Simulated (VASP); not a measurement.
# CsSnI3 (Pm-3m) in VASP: settings compared

The runs below take CsSnI3 through single point, relaxation of cell and atoms, with RPBE+D4, PBE+D4.

Everything below comes from runs of VASP 6.6.1. Logs are shortened: lines on timing, memory, paths and dates and some standing lists are left out, and cuts for length are marked.

**1. The cell of the first run**

It takes space group Pm-3m (No. 221, cubic). Conventional cell: a = 6.202 Å, b = 6.202 Å, c = 6.202 Å, α = 90.00°, β = 90.00°, γ = 90.00°. Within 5.8 Å of Cs (site symmetry m-3m) lie 12 I at 4.39 Å and 8 Sn at 5.37 Å. Within 4.1 Å of I (site symmetry 4/mmm) lie 2 Sn at 3.10 Å. Within 4.1 Å of Sn (site symmetry m-3m) lie 6 I at 3.10 Å.

**2. Single point, RPBE+D4**

File INCAR:

```
SYSTEM = CsSnI3
ALGO = Normal
EDIFF = 1E-7
ENCUT = 520
GGA = RP
ISIF = 2
ISMEAR = -1
IVDW = 13
LASPH = .True.
LCHARG = .False.
LREAL = .False.
LWAVE = .False.
NBANDS = 30
NELM = 100
PREC = Accurate
SIGMA = 0.05
```

File KPOINTS:

```
k-points
0
Gamma
  5 5 5
  0 0 0
```

File POSCAR:

```
CsSnI3
1.0
    6.2024853194      0.0000000000      0.0000000000
    0.0000000000      6.2024853194      0.0000000000
    0.0000000000      0.0000000000      6.2024853194
Cs I Sn
1 3 1
Direct
    0.0000000000      0.0000000000      0.0000000000
    0.5000000000      0.5000000000      0.0000000000
    0.5000000000      0.0000000000      0.5000000000
    0.0000000000      0.5000000000      0.5000000000
    0.5000000000      0.5000000000      0.5000000000
```

Potentials or basis: VASP PAW PBE potentials, release 64 (Cs_sv, I, Sn_d).

The run is started by

```sh
$ cat potpaw_PBE.64/Cs_sv/POTCAR potpaw_PBE.64/I/POTCAR potpaw_PBE.64/Sn_d/POTCAR > POTCAR
$ mpirun -np 1 vasp_std > vasp.out
```

OUTCAR:

```text
SYSTEM = CsSnI3
   EDIFF = 1E-7
   ENCUT = 520
   GGA = RP
   ISIF = 2
   ISMEAR = -1
   IVDW = 13
   LASPH = .True.
   LREAL = .False.
   NELM = 100
   PREC = Accurate

 ion  position               nearest neighbor table
   1  0.000  0.000  0.000-
   2  0.500  0.500  0.000-   5 3.10   5 3.10
   3  0.500  0.000  0.500-   5 3.10   5 3.10
   4  0.000  0.500  0.500-   5 3.10   5 3.10
   5  0.500  0.500  0.500-   2 3.10   3 3.10   4 3.10   2 3.10   3 3.10   4 3.10

  LATTYP: Found a simple cubic cell.
 ALAT       =     6.2024853194

  Lattice vectors:

 A1 = (   6.2024853194,   0.0000000000,   0.0000000000)
 A2 = (   0.0000000000,   6.2024853194,   0.0000000000)
 A3 = (   0.0000000000,   0.0000000000,   6.2024853194)

Analysis of symmetry for initial positions (statically):
=====================================================================
 Subroutine PRICEL returns:
 Original cell was already a primitive cell.

 Routine SETGRP: Setting up the symmetry group for a
 simple cubic supercell.

 Subroutine GETGRP returns: Found 48 space group operations
 (whereof 48 operations were pure point group operations)
 out of a pool of 48 trial point group operations.

The static configuration has the point symmetry O_h .

Analysis of symmetry for dynamics (positions and initial velocities):
=====================================================================
 Subroutine PRICEL returns:
 Original cell was already a primitive cell.

 Routine SETGRP: Setting up the symmetry group for a
 simple cubic supercell.

 Subroutine GETGRP returns: Found 48 space group operations
 (whereof 48 operations were pure point group operations)
 out of a pool of 48 trial point group operations.

The dynamic configuration has the point symmetry O_h .

 Subroutine INISYM returns: Found 48 space group operations
 (whereof 48 operations are pure point group operations),
 and found     1 'primitive' translations

----------------------------------------------------------------------------------------

                                     Primitive cell

  volume of cell :     238.6147

  direct lattice vectors                    reciprocal lattice vectors
[... 75 lines left out ...]
   LASPH  =      T    aspherical Exc in radial PAW
   ENCUT  =  520.0 eV  38.22 Ry    6.18 a.u.  11.53 11.53 11.53*2*pi/ulx,y,z
   NELM   =    100;   NELMIN=  2; NELMDL= -5     # of ELM steps
   EDIFF  = 0.1E-06   stopping-criterion for ELM
   LREAL  =      F    real-space projection
   EDIFFG = 0.1E-05   stopping-criterion for IOM
   NSW    =      0    number of steps for IOM
   IBRION =     -1    ionic relax: 0-MD 1-quasi-New 2-CG
   NFREE  =      0    steps in history (QN), initial steepest desc. (CG)
   ISIF   =      2    stress and relaxation
   ISYM   =      2    0-nonsym 1-usesym 2-fastsym
   POTIM  = 0.5000    time-step for ionic-motion
   TEBEG  =    0.0;   TEEND  =   0.0 temperature during run
   PSTRESS=    0.0 pullay stress
   NELECT =      44.0000    total number of electrons
   NUPDOWN=      -1.0000    fix difference up-down
   EMIN   =  10.00;   EMAX   =-10.00  energy-range for DOS
   EFERMI =   0.00;   METHOD = LEGACY
   ISMEAR =    -1;   SIGMA  =   0.05  broadening in eV -4-tet -1-fermi 0-gaus
   EFERMI_NEDOS =   21; number of points for ismear=-14 and -15
   IALGO  =     38    algorithm
   IMIX   =      4    mixing-type and parameters
     AMIX     =   0.40;   BMIX     =  1.00
     AMIX_MAG =   1.60;   BMIX_MAG =  1.00
  volume/ion in A,a.u.               =      47.72       322.05
  Fermi-wavevector in a.u.,A,eV,Ry     =   0.931808  1.760863 11.813490  0.868267
  Thomas-Fermi vector in A             =   2.058340
   LORBIT       =      0    0 simple, 1 ext, 2 COOP (PROOUT), +10 PAW based schemes
   GGA     = RP    functional components
   LHFCALC =     F    Hartree Fock is set to
   AEXX    =    0.0000 exact exchange contribution
   IVDW    =    13    specifies the selected vdW correction
   LEPSILON=     F    determine dielectric tensor
   LRPA    =     F    only Hartree local field effects (RPA)
 non-spin polarized calculation
  energy-cutoff  :      520.00
  volume of cell :      238.61
 maximum number of plane-waves:      6445
 NGX is ok and might be reduce to    48
   NGX = 23   NGY = 23   NGZ = 23

 number of electron      43.9999984 magnetization

 Free energy of the ion-electron system (eV)
  ---------------------------------------------------
  ext. energy  EPLUGINS =         0.00000000
  ---------------------------------------------------
  free energy    TOTEN  =       -12.88223203 eV

  energy without entropy =      -12.88223202  energy(sigma->0) =      -12.88223202

 E-fermi :   3.0428     XC(G=0):  -7.2695

 val. band max:        2.1840371112   @ k =   0.4000   0.4000   0.4000
 cond. band min:       3.9370056485   @ k =   0.4000   0.4000   0.4000
 fundamental gap:      1.7529685373
 Fermi energy:         3.0427956778

 k-point     1 :       0.0000    0.0000    0.0000
  band No.  band energies     occupation
      1     -19.3595      2.00000
      2     -19.1170      2.00000
      3     -19.1170      2.00000
      4     -19.0998      2.00000
      5     -19.0998      2.00000
      6     -19.0998      2.00000
[... 319 lines left out ...]
     29       7.2951      0.00000
     30       8.2406      0.00000

------------------------ aborting loop because EDIFF is reached ----------------------------------------

  DFT-D4 for vdW energy calculation

  Edisp (eV):   -2.30831

  FORCE on cell =-STRESS in cart. coord.  units (eV):
  Direction    XX          YY          ZZ          XY          YZ          ZX
  --------------------------------------------------------------------------------------
  -------------------------------------------------------------------------------------
  Total      -0.05240    -0.05240    -0.05240    -0.00000    -0.00000     0.00000
  in kB      -0.35184    -0.35184    -0.35184    -0.00000    -0.00000     0.00000
  external pressure =       -0.35 kB  Pullay stress =        0.00 kB

 VOLUME and BASIS-vectors are now :
 -----------------------------------------------------------------------------
  energy-cutoff  :      520.00
  volume of cell :      238.61
      direct lattice vectors                 reciprocal lattice vectors
     6.202485319  0.000000000  0.000000000     0.161225694  0.000000000  0.000000000
     0.000000000  6.202485319  0.000000000     0.000000000  0.161225694  0.000000000
     0.000000000  0.000000000  6.202485319     0.000000000  0.000000000  0.161225694

 POSITION                                       TOTAL-FORCE (eV/Angst)
 -----------------------------------------------------------------------------------
      0.00000      0.00000      0.00000         0.000000      0.000000      0.000000
      3.10124      3.10124      0.00000         0.000000      0.000000      0.000000
      3.10124      0.00000      3.10124         0.000000      0.000000      0.000000
      0.00000      3.10124      3.10124         0.000000      0.000000      0.000000
      3.10124      3.10124      3.10124         0.000000      0.000000      0.000000
 -----------------------------------------------------------------------------------
    total drift:                                0.000000     -0.000000     -0.000000

  FREE ENERGIE OF THE ION-ELECTRON SYSTEM (eV)
  ---------------------------------------------------
  free  energy   TOTEN  =       -15.1905427896 eV

  energy  without entropy=      -15.1905427813  energy(sigma->0) =      -15.19054279
```

stdout:

```text
POSCAR found type information on POSCAR CsI Sn
 POSCAR found :  3 types and       5 ions
 scaLAPACK will be used
 -----------------------------------------------------------------------------
|                                                                             |
|                                                                             |
|     You enforced a specific xc type in the INCAR file but a different       |
|     I HOPE YOU KNOW WHAT YOU ARE DOING!                                     |
|                                                                             |
 -----------------------------------------------------------------------------

 LDA part: xc-table for (Slater+PW92), standard interpolation
 POSCAR, INCAR and KPOINTS ok, starting setup
 FFT: planning ... GRIDC
 FFT: planning ... GRID_SOFT
 FFT: planning ... GRID
 WAVECAR not read
 entering main loop
```

Run time: 91 s. Hardware: 1 thread of Oxide Virtual Turin-like, shared host; peak memory 0.32 GiB.

What came out:

| Quantity | Value |
| --- | --- |
| Free energy | -15.1905 eV |
| Pressure | 0.0 GPa |
| Band gap on the k mesh | 1.75 eV, direct |
| Dispersion energy per atom | -0.462 eV |

Caveat: the PAW data sets were made with another functional, which shifts forces and pressure a little; spin-orbit coupling is left out, which moves the levels of the heavy elements. A k mesh can miss the band edges.

**3. Relaxation of cell and atoms, PBE+D4**

File INCAR:

```
SYSTEM = CsSnI3
PREC     = Accurate       ! precision mode
ENCUT    = 600            ! plane-wave cutoff, eV
EDIFF    = 1E-6           ! SCF threshold, eV
ISMEAR   = -1             ! smearing method
SIGMA    = 0.05           ! smearing width, eV
LREAL    = .False.        ! projectors in reciprocal space
LASPH    = .True.         ! aspherical terms in the spheres
NELM     = 80             ! most SCF steps
ALGO     = Normal         ! electronic algorithm
ISIF     = 3              ! what is computed and relaxed
LWAVE    = .False.        ! write WAVECAR
LCHARG   = .False.        ! write CHGCAR
GGA      = PE             ! functional
IVDW     = 13             ! dispersion correction
IBRION   = 2              ! ionic algorithm
NSW      = 60             ! ionic steps
EDIFFG   = -0.01          ! ionic threshold
```

File KPOINTS:

```
regular mesh
0
Gamma
  5 5 5
  0 0 0
```

Changes to POSCAR since step 2:

```diff
@@ -2,5 +2,5 @@
 1.0
-    6.2024853194      0.0000000000      0.0000000000
-    0.0000000000      6.2024853194      0.0000000000
-    0.0000000000      0.0000000000      6.2024853194
+    6.2057000000      0.0000000000      0.0000000000
+    0.0000000000      6.2057000000      0.0000000000
+    0.0000000000      0.0000000000      6.2057000000
 Cs I Sn
```

Potentials or basis: VASP PAW PBE potentials, release 64 (Cs_sv, I, Sn_d).

The run is started by

```sh
$ cat potpaw_PBE.64/Cs_sv/POTCAR potpaw_PBE.64/I/POTCAR potpaw_PBE.64/Sn_d/POTCAR > POTCAR
$ mpirun -np 1 vasp_std > vasp.out
```

It took 3.1 min on 1 thread of Oxide Virtual Turin-like, shared host; peak memory 0.38 GiB.

The run converged. Its results:

```yaml
Free_energy: -15.3680 eV
Relaxed_volume: 46.89 Å³/atom
Relaxed_cell: a = 6.166 Å, b = 6.166 Å, c = 6.166 Å, α = 90.00°, β = 90.00°, γ = 90.00°
Space_group_after_relaxing_to_0.05_Å: Pm-3m (No. 221)
Energy_gained_by_relaxing: 1.0 meV/atom
Ionic_steps: 3
Pressure_after_relaxing: 0.0 GPa
Band_gap_on_the_k_mesh: 1.73 eV, direct
Dispersion_energy_per_atom: -0.268 eV
```

Step by step:
```csv
step,energy change (eV),largest force (eV/Å),pressure (GPa),volume (Å³)
1,0.0000,0.0000,-0.34,238.99
2,-0.0046,0.0000,-0.09,235.53
3,-0.0050,0.0000,-0.01,234.44
```

Final structure:
```
CELL_PARAMETERS angstrom
6.16609 0.00000 0.00000
0.00000 6.16609 0.00000
0.00000 0.00000 6.16609
ATOMIC_POSITIONS crystal
Cs 0.00000 0.00000 0.00000
I 0.50000 0.50000 0.00000
I 0.50000 0.00000 0.50000
I 0.00000 0.50000 0.50000
Sn 0.50000 0.50000 0.50000
```

Levels at points of the mesh, in eV from the valence-band top:
```csv
k point,band 18,band 19,band 20,band 21,band 22,band 23,band 24,band 25,band 26
"(0.00, 0.00, 0.00)",-1.54,-1.54,-1.37,-1.37,-1.37,3.03,3.91,3.91,4.24
```

Caveat: spin-orbit coupling is left out, which moves the levels of the heavy elements. A k mesh can miss the band edges.
